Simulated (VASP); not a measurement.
# Li4TaO (P4/mmm) in VASP: a series of runs

The runs below take Li4TaO through single point, with PBE.

All numbers are computed with VASP 6.6.1; they aren't measurements. Logs are shortened: lines on timing, memory, paths and dates and some standing lists are left out, and cuts for length are marked.

### 1 The cell of the first run

It takes space group P4/mmm (No. 123, tetragonal). The conventional cell has a = 7.244 Å, b = 7.244 Å, c = 3.899 Å, α = 90.00°, β = 90.00°, γ = 90.00°. Within 3.1 Å of Li (site symmetry m2m) lie 1 O at 2.17 Å and 3 Li at 2.91 to 3.06 Å and 2 Ta at 2.91 Å. Ta (site symmetry 4/mmm) has 2 O at 1.95 Å within 2.6 Å. Within 2.6 Å of O (site symmetry 4/mmm) lie 2 Ta at 1.95 Å and 4 Li at 2.17 Å.

The cell was built from a structure type or drawn by symmetry, and may not be a known phase.

### 2 Single point, PBE

File INCAR:

```
SYSTEM = Li4TaO
PREC     = Accurate       ! precision mode
ENCUT    = 520            ! plane-wave cutoff, eV
EDIFF    = 1E-7           ! SCF threshold, eV
ISMEAR   = 0              ! smearing method
SIGMA    = 0.1            ! smearing width, eV
LREAL    = .FALSE.        ! projectors in reciprocal space
LASPH    = .TRUE.         ! aspherical terms in the spheres
NELM     = 100            ! most SCF steps
ALGO     = Normal         ! electronic algorithm
ISIF     = 2              ! what is computed and relaxed
LWAVE    = .FALSE.        ! write WAVECAR
LCHARG   = .TRUE.         ! write CHGCAR
GGA      = PE             ! functional
LELF     = .TRUE.         ! ELF
LVHAR    = .TRUE.       
NBANDS   = 24             ! bands
```

File KPOINTS:

```
regular mesh
0
G
  6 6 6
  0 0 0
```

File POSCAR:

```
Li4TaO
1.0
    7.2442760169      0.0000000000      0.0000000000
    0.0000000000      7.2442760169      0.0000000000
    0.0000000000      0.0000000000      3.8993441380
Li Ta O
4 1 1
Direct
    0.7990652214      0.5000000000      0.3102085789
    0.2009347786      0.5000000000      0.3102085789
    0.5000000000      0.7990652214      0.3102085789
    0.5000000000      0.2009347786      0.3102085789
    0.5000000000      0.5000000000      0.8102173096
    0.5000000000      0.5000000000      0.3102237147
```

Potentials or basis: VASP PAW PBE potentials, release 64 (Li_sv, Ta_pv, O).

On the command line:

```sh
$ cat potpaw_PBE.64/Li_sv/POTCAR potpaw_PBE.64/Ta_pv/POTCAR potpaw_PBE.64/O/POTCAR > POTCAR
$ mpirun -np 1 vasp_std > vasp.out
```

OUTCAR:

```text
SYSTEM = Li4TaO
   PREC = Accurate
   ENCUT = 520
   EDIFF = 1E-7
   ISMEAR = 0
   LREAL = .FALSE.
   LASPH = .TRUE.
   NELM = 100
   ISIF = 2
   GGA = PE

 ion  position               nearest neighbor table
   1  0.799  0.500  0.310-   6 2.17   5 2.91   5 2.91
   2  0.201  0.500  0.310-   6 2.17   5 2.91   5 2.91
   3  0.500  0.799  0.310-   6 2.17   5 2.91   5 2.91
   4  0.500  0.201  0.310-   6 2.17   5 2.91   5 2.91
   5  0.500  0.500  0.810-   6 1.95   6 1.95   2 2.91   3 2.91   4 2.91   1 2.91   1 2.91   2 2.91
                             3 2.91   4 2.91
   6  0.500  0.500  0.310-   5 1.95   5 1.95   3 2.17   4 2.17   1 2.17   2 2.17

  LATTYP: Found a simple tetragonal cell.
 ALAT       =     7.2442760169
 C/A-ratio  =     0.5382655394

  Lattice vectors:

 A1 = (   7.2442760169,   0.0000000000,   0.0000000000)
 A2 = (   0.0000000000,   7.2442760169,   0.0000000000)
 A3 = (   0.0000000000,   0.0000000000,   3.8993441380)

Analysis of symmetry for initial positions (statically):
=====================================================================
 Subroutine PRICEL returns:
 Original cell was already a primitive cell.

 Routine SETGRP: Setting up the symmetry group for a
 simple tetragonal supercell.

 Subroutine GETGRP returns: Found  8 space group operations
 (whereof  8 operations were pure point group operations)
 out of a pool of 16 trial point group operations.

The static configuration has the point symmetry C_4v.

Analysis of symmetry for dynamics (positions and initial velocities):
=====================================================================
 Subroutine PRICEL returns:
 Original cell was already a primitive cell.

 Routine SETGRP: Setting up the symmetry group for a
 simple tetragonal supercell.

 Subroutine GETGRP returns: Found  8 space group operations
 (whereof  8 operations were pure point group operations)
 out of a pool of 16 trial point group operations.

The dynamic configuration has the point symmetry C_4v.

 Subroutine INISYM returns: Found  8 space group operations
 (whereof  8 operations are pure point group operations),
 and found     1 'primitive' translations

----------------------------------------------------------------------------------------

                                     Primitive cell

  volume of cell :     204.6358

  direct lattice vectors                    reciprocal lattice vectors
     7.244276017  0.000000000  0.000000000     0.138040019  0.000000000  0.000000000
     0.000000000  7.244276017  0.000000000     0.000000000  0.138040019  0.000000000
     0.000000000  0.000000000  3.899344138     0.000000000  0.000000000  0.256453384

  length of vectors
     7.244276017  7.244276017  3.899344138     0.138040019  0.138040019  0.256453384

  position of ions in fractional coordinates (direct lattice)
     0.799065221  0.500000000  0.310208579
     0.200934779  0.500000000  0.310208579
     0.500000000  0.799065221  0.310208579
     0.500000000  0.200934779  0.310208579
     0.500000000  0.500000000  0.810217310
     0.500000000  0.500000000  0.310223715

  ion indices of the primitive-cell ions
   primitive index   ion index
                 1           1
                 2           2
                 3           3
                 4           4
                 5           5
                 6           6

----------------------------------------------------------------------------------------

 KPOINTS: regular mesh

Automatic generation of k-mesh.
 Grid dimensions read from file:
 generate k-points for:    6    6    6

 Generating k-lattice:

  Cartesian coordinates                     Fractional coordinates (reciprocal lattice)
     0.023006670  0.000000000  0.000000000     0.166666667  0.000000000  0.000000000
     0.000000000  0.023006670  0.000000000     0.000000000  0.166666667  0.000000000
     0.000000000  0.000000000  0.042742231     0.000000000  0.000000000  0.166666667

  Length of vectors
     0.023006670  0.023006670  0.042742231

  Shift w.r.t. Gamma in fractional coordinates (k-lattice)
     0.000000000  0.000000000  0.000000000

 Subroutine IBZKPT returns following result:
 ===========================================

 Found     40 irreducible k-points:

 Following reciprocal coordinates:
            Coordinates               Weight
  0.000000  0.000000  0.000000      1.000000
  0.166667  0.000000  0.000000      4.000000
  0.333333  0.000000  0.000000      4.000000
  0.500000  0.000000  0.000000      2.000000
  0.166667  0.166667  0.000000      4.000000
  0.333333  0.166667  0.000000      8.000000
[... 16 lines left out ...]
  0.333333  0.000000  0.333333      8.000000
  0.500000  0.000000  0.333333      4.000000
 [... further k-points ...]
   k-points           NKPTS =     40   k-points in BZ     NKDIM =     40   number of bands    NBANDS=     24
   number of dos      NEDOS =    301   number of ions     NIONS =      6
   total plane-waves  NPLWV =  87480
   dimension x,y,z NGX =    54 NGY =   54 NGZ =   30
   dimension x,y,z NGXF=   108 NGYF=  108 NGZF=   60
   ions per type =               4   1   1
   NGX,Y,Z   is equivalent  to a cutoff of  12.39, 12.39, 12.79 a.u.
   NGXF,Y,Z  is equivalent  to a cutoff of  24.78, 24.78, 25.58 a.u.
 SYSTEM =  Li4TaO
   PREC   = accura    normal or accurate (medium, high low for compatibility)
   ISTART =      0    job   : 0-new  1-cont  2-samecut
   ICHARG =      2    charge: 1-file 2-atom 10-const
   ISPIN  =      1    spin polarized calculation?
   LNONCOLLINEAR =      F non collinear calculations
   LSORBIT =      F    spin-orbit coupling
   LASPH  =      T    aspherical Exc in radial PAW
   ENCUT  =  520.0 eV  38.22 Ry    6.18 a.u.  13.47 13.47  7.25*2*pi/ulx,y,z
   NELM   =    100;   NELMIN=  2; NELMDL= -5     # of ELM steps
   EDIFF  = 0.1E-06   stopping-criterion for ELM
   LREAL  =      F    real-space projection
   EDIFFG = 0.1E-05   stopping-criterion for IOM
   NSW    =      0    number of steps for IOM
   IBRION =     -1    ionic relax: 0-MD 1-quasi-New 2-CG
   NFREE  =      0    steps in history (QN), initial steepest desc. (CG)
   ISIF   =      2    stress and relaxation
   ISYM   =      2    0-nonsym 1-usesym 2-fastsym
   POTIM  = 0.5000    time-step for ionic-motion
   TEBEG  =    0.0;   TEEND  =   0.0 temperature during run
   PSTRESS=    0.0 pullay stress
   NELECT =      29.0000    total number of electrons
   NUPDOWN=      -1.0000    fix difference up-down
   EMIN   =  10.00;   EMAX   =-10.00  energy-range for DOS
   EFERMI =   0.00;   METHOD = LEGACY
   ISMEAR =     0;   SIGMA  =   0.10  broadening in eV -4-tet -1-fermi 0-gaus
   EFERMI_NEDOS =   21; number of points for ismear=-14 and -15
   IALGO  =     38    algorithm
   IMIX   =      4    mixing-type and parameters
     AMIX     =   0.40;   BMIX     =  1.00
     AMIX_MAG =   1.60;   BMIX_MAG =  1.00
  volume/ion in A,a.u.               =      34.11       230.16
  Fermi-wavevector in a.u.,A,eV,Ry     =   0.853520  1.612919  9.911793  0.728496
  Thomas-Fermi vector in A             =   1.969975
   LORBIT       =      0    0 simple, 1 ext, 2 COOP (PROOUT), +10 PAW based schemes
   GGA     = PE    functional components
   LHFCALC =     F    Hartree Fock is set to
   AEXX    =    0.0000 exact exchange contribution
   IVDW    =     0    specifies the selected vdW correction
   LEPSILON=     F    determine dielectric tensor
   LRPA    =     F    only Hartree local field effects (RPA)
 non-spin polarized calculation
 Gauss-broadening in eV      SIGMA  =   0.10
  energy-cutoff  :      520.00
  volume of cell :      204.64
 maximum number of plane-waves:      5536
 NGX is ok and might be reduce to    54
   NGX = 27   NGY = 27   NGZ = 15

 number of electron      28.9999994 magnetization

 Free energy of the ion-electron system (eV)
  ---------------------------------------------------
  ext. energy  EPLUGINS =         0.00000000
  ---------------------------------------------------
  free energy    TOTEN  =       -23.92575101 eV

  energy without entropy =      -23.88978987  energy(sigma->0) =      -23.90777044

 E-fermi :  -0.4227     XC(G=0):  -5.8632

 val. band max:       -0.4278148196   @ k =   0.5000   0.3333   0.0000
 cond. band min:      -0.4183287871   @ k =   0.3333   0.1667   0.3333
 fundamental gap:      0.0094860325
 Fermi energy:        -0.4226946447

 k-point     1 :       0.0000    0.0000    0.0000
  band No.  band energies     occupation
      1     -47.9380      2.00000
      2     -47.9313      2.00000
      3     -47.9296      2.00000
      4     -47.9296      2.00000
      5     -35.8885      2.00000
      6     -35.2270      2.00000
[... 16 lines left out ...]
     23       3.6087      0.00000
     24       3.8755      0.00000

 k-point     2 :       0.1667    0.0000    0.0000
  band No.  band energies     occupation
      1     -47.9377      2.00000
      2     -47.9322      2.00000
      3     -47.9296      2.00000
      4     -47.9290      2.00000
      5     -35.8885      2.00000
      6     -35.2270      2.00000
[... 16 lines left out ...]
     23       4.2085      0.00000
     24       4.4414      0.00000

 k-point     3 :       0.3333    0.0000    0.0000
  band No.  band energies     occupation
      1     -47.9370      2.00000
      2     -47.9337      2.00000
      3     -47.9296      2.00000
      4     -47.9283      2.00000
      5     -35.8885      2.00000
      6     -35.2270      2.00000
[... 16 lines left out ...]
     23       4.5942      0.00000
     24       4.8613      0.00000
[... 514 lines left out ...]
 k-point    23 :       0.3333    0.0000    0.3333
  band No.  band energies     occupation
      1     -47.9369      2.00000
      2     -47.9334      2.00000
      3     -47.9294      2.00000
      4     -47.9281      2.00000
      5     -36.0267      2.00000
      6     -35.2220      2.00000
[... 16 lines left out ...]
     23       2.8506      0.00000
     24       4.2390      0.00000

 k-point    24 :       0.5000    0.0000    0.3333
  band No.  band energies     occupation
      1     -47.9362      2.00000
      2     -47.9343      2.00000
      3     -47.9294      2.00000
      4     -47.9278      2.00000
      5     -36.0267      2.00000
      6     -35.2220      2.00000
[... 16 lines left out ...]
     23       2.7019      0.00000
     24       4.2659      0.00000

 [... further k-points ...]
[... 5 lines left out ...]
  --------------------------------------------------------------------------------------
  -------------------------------------------------------------------------------------
  Total        0.0120687      0.0120687      0.0935112      0.0000000      0.0000000      0.0000000
  in kB        0.0944906      0.0944906      0.7321376      0.0000000      0.0000000      0.0000000
  external PRESSURE =       0.3070396 kB  Pullay stress =       0.0000000 kB

 VOLUME and BASIS-vectors are now :
 -----------------------------------------------------------------------------
  energy-cutoff  :      520.00
  volume of cell :      204.64
      direct lattice vectors                 reciprocal lattice vectors
     7.244276017  0.000000000  0.000000000     0.138040019  0.000000000  0.000000000
     0.000000000  7.244276017  0.000000000     0.000000000  0.138040019  0.000000000
     0.000000000  0.000000000  3.899344138     0.000000000  0.000000000  0.256453384

 POSITION                                       TOTAL-FORCE (eV/Angst)
 -----------------------------------------------------------------------------------
      5.78865      3.62214      1.20961        -0.000709     -0.000000     -0.000115
      1.45563      3.62214      1.20961         0.000709     -0.000000     -0.000115
      3.62214      5.78865      1.20961         0.000000     -0.000709     -0.000115
      3.62214      1.45563      1.20961         0.000000      0.000709     -0.000115
      3.62214      3.62214      3.15932         0.000000      0.000000      0.000488
      3.62214      3.62214      1.20967         0.000000     -0.000000     -0.000029
 -----------------------------------------------------------------------------------
    total drift:                                0.000000      0.000000      0.000520

  FREE ENERGIE OF THE ION-ELECTRON SYSTEM (eV)
  ---------------------------------------------------
  free  energy   TOTEN  =       -23.9257510126 eV

  energy  without entropy=      -23.8897898658  energy(sigma->0) =      -23.90777044
```

It took 2.6 min on 1 thread of Intel Xeon Platinum 8488C (Sapphire Rapids), shared host; peak memory 0.39 GiB.

Results:

```yaml
Free_energy: -23.9258 eV
Band_gap_on_the_k_mesh: zero (an odd number of electrons rules out a gap without spin polarisation)
```

Caveat: the cutoff is under 1.25 times the usual one of these potentials, so pressure, stress and relaxed cells hold a basis-set (Pulay) error; spin-orbit coupling is left out, which moves the levels of the heavy elements; an odd number of electrons without spin polarisation forces a metal; a magnetic or distorted state may lie lower.

### 3 Single point, PBE, collinear spin

File INCAR:

```
SYSTEM = Li4TaO
ALGO = Normal
EDIFF = 1E-6
ENCUT = 520
GGA = PE
ISIF = 2
ISMEAR = 0
ISPIN = 2
LASPH = .True.
LCHARG = .False.
LMAXMIX = 4
LORBIT = 11
LREAL = .False.
LWAVE = .False.
MAGMOM = 0 0 0 0 1 0
NBANDS = 28
NELM = 150
PREC = Accurate
SIGMA = 0.1
```

File KPOINTS:

```
k-points
0
Gamma
  4 4 4
  0 0 0
```

File POSCAR:

```
Li4TaO
1.0
    7.2442760169      0.0000000000      0.0000000000
    0.0000000000      7.2442760169      0.0000000000
    0.0000000000      0.0000000000      3.8993441380
Li Ta O
4 1 1
Direct
    0.7990652214      0.5000000000      0.0000000000
    0.2009347786      0.5000000000      0.0000000000
    0.5000000000      0.7990652214      0.0000000000
    0.5000000000      0.2009347786      0.0000000000
    0.5000000000      0.5000000000      0.5000000000
    0.5000000000      0.5000000000      0.0000000000
```

Potentials or basis: VASP PAW PBE potentials, release 64 (Li_sv, Ta_pv, O).

On the command line:

```sh
$ cat potpaw_PBE.64/Li_sv/POTCAR potpaw_PBE.64/Ta_pv/POTCAR potpaw_PBE.64/O/POTCAR > POTCAR
$ mpirun -np 1 vasp_std > vasp.out
```

Run time: 4.9 min. Hardware: 1 thread of Intel Xeon Platinum 8488C (Sapphire Rapids), shared host; peak memory 0.43 GiB.

The run converged. Its results:

```yaml
Free_energy: -24.1000 eV
Largest_force: 0.055 eV/Å
Net_moment: 2.22 μB per cell
Site_moments: Li +0.01; Ta +1.38; O -0.07 μB
Valence_electrons_inside_the_program's_atomic_spheres: Li 2.06; Ta 8.89; O 5.08
```

Forces in eV/Å, atoms in the order of the input:
```
Li   0.055  0.000  0.000
Li  -0.055  0.000  0.000
Li   0.000  0.055  0.000
Li   0.000 -0.055  0.000
Ta   0.000  0.000  0.000
O    0.000  0.000  0.000
```

Levels at points of the mesh, in eV from the Fermi level:
Spin up:
```tsv
k point	band 13	band 14	band 15	band 16	band 17	band 18
(0.00, 0.00, 0.00)	-1.11	-0.95	-0.69	-0.69	0.41	0.51
(0.50, 0.00, 0.00)	-1.07	-1.06	-0.91	-0.71	-0.69	0.78
(0.50, 0.50, 0.00)	-1.24	-0.87	-0.87	-0.72	-0.71	-0.71
(0.00, 0.00, 0.50)	-0.91	-0.21	0.66	1.07	1.07	1.98
(0.50, 0.00, 0.50)	-0.79	-0.23	0.11	1.13	1.13	1.13
(0.50, 0.50, 0.50)	-0.68	-0.26	0.17	0.17	1.32	1.32
```
Spin down:
| k point | band 11 | band 12 | band 13 | band 14 | band 15 | band 16 |
| --- | --- | --- | --- | --- | --- | --- |
| (0.00, 0.00, 0.00) | -5.64 | -2.58 | -0.46 | 0.03 | 0.43 | 0.43 |
| (0.50, 0.00, 0.00) | -5.64 | -2.31 | -1.01 | -0.21 | -0.02 | 0.41 |
| (0.50, 0.50, 0.00) | -5.64 | -1.98 | -0.83 | -0.83 | -0.55 | 0.41 |
| (0.00, 0.00, 0.50) | -7.51 | -1.69 | 0.15 | 0.65 | 1.08 | 1.73 |
| (0.50, 0.00, 0.50) | -7.51 | -1.52 | 0.39 | 0.50 | 1.04 | 1.10 |
| (0.50, 0.50, 0.50) | -7.51 | -1.31 | 0.56 | 0.56 | 0.59 | 0.97 |

Caveat: the k points lie up to 0.40 Å⁻¹ apart; the cutoff is under 1.25 times the usual one of these potentials, so pressure, stress and relaxed cells hold a basis-set (Pulay) error; spin-orbit coupling is left out, which moves the levels of the heavy elements.
